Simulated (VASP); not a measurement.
Here is a VASP 6.6.1 calculation.

The input INCAR:

```
SYSTEM = Li7Cl8
ALGO     = Normal         ! electronic algorithm
EDIFF    = 1E-6           ! SCF threshold, eV
ENCUT    = 520            ! plane-wave cutoff, eV
GGA      = PE             ! functional
ISIF     = 2              ! what is computed and relaxed
ISMEAR   = 1              ! smearing method
LASPH    = .True.         ! aspherical terms in the spheres
LCHARG   = .False.        ! write CHGCAR
LREAL    = Auto         
LWAVE    = .False.        ! write WAVECAR
NBANDS   = 52             ! bands
NELM     = 60             ! most SCF steps
PREC     = Accurate       ! precision mode
SIGMA    = 0.15           ! smearing width, eV
```

The input KPOINTS:

```
k-points
0
Gamma
  3 3 3
  0 0 0
```

POSCAR

```
Li7Cl8
1.0
    0.0000000000      5.1028676200      5.1028676200
    5.1028676200      0.0000000000      5.1028676200
    5.1028676200      5.1028676200      0.0000000000
Li Cl
7 8
Direct
    0.0002771971     -0.0779750779      0.0001913630
    0.0053122091      0.0087232324      0.4820451329
   -0.0049333045      0.4958247379      0.5180922173
    0.4821002979      0.0087879999      0.0052456779
    0.5001995329      0.0051169268      0.5002048240
    0.5182783872      0.4958059249     -0.0050091443
    0.5002589113      0.4900033052      0.5001174222
    0.2517733352      0.2548708093      0.2517523666
    0.2575813440      0.2507551822      0.7427185618
    0.2409612774      0.7546105027      0.2408403650
    0.2689343722      0.7450141338      0.7313682772
    0.7427583434      0.2507518508      0.2575948658
    0.7594555236      0.2361097896      0.7594331832
    0.7314353963      0.7450593045      0.2689274154
    0.7486144624      0.7580999132      0.7485584155
```

Potentials or basis: VASP PAW PBE potentials, release 64 (Li_sv, Cl).

Launch:

```sh
$ cat potpaw_PBE.64/Li_sv/POTCAR potpaw_PBE.64/Cl/POTCAR > POTCAR
$ mpirun -np 1 vasp_std > vasp.out
```

What does it give for the largest force?

0.275 eV/Å.

What does it give for the band gap on the k mesh?

Zero (an odd number of electrons rules out a gap without spin polarisation).

Forces in eV/Å, atoms in the order of the input:
```
Li   0.194 -0.001  0.195
Li   0.016  0.021 -0.031
Li  -0.030 -0.020  0.016
Li  -0.031  0.021  0.016
Li  -0.024  0.000 -0.024
Li   0.016 -0.020 -0.031
Li   0.019 -0.001  0.018
Cl  -0.048  0.022 -0.048
Cl  -0.023  0.000 -0.049
Cl   0.013  0.026  0.012
Cl   0.033  0.000 -0.049
Cl  -0.050  0.000 -0.023
Cl   0.012 -0.027  0.012
Cl  -0.049  0.000  0.033
Cl  -0.048 -0.022 -0.048
```

Caveat: an odd number of electrons without spin polarisation forces a metal; a magnetic or distorted state may lie lower.
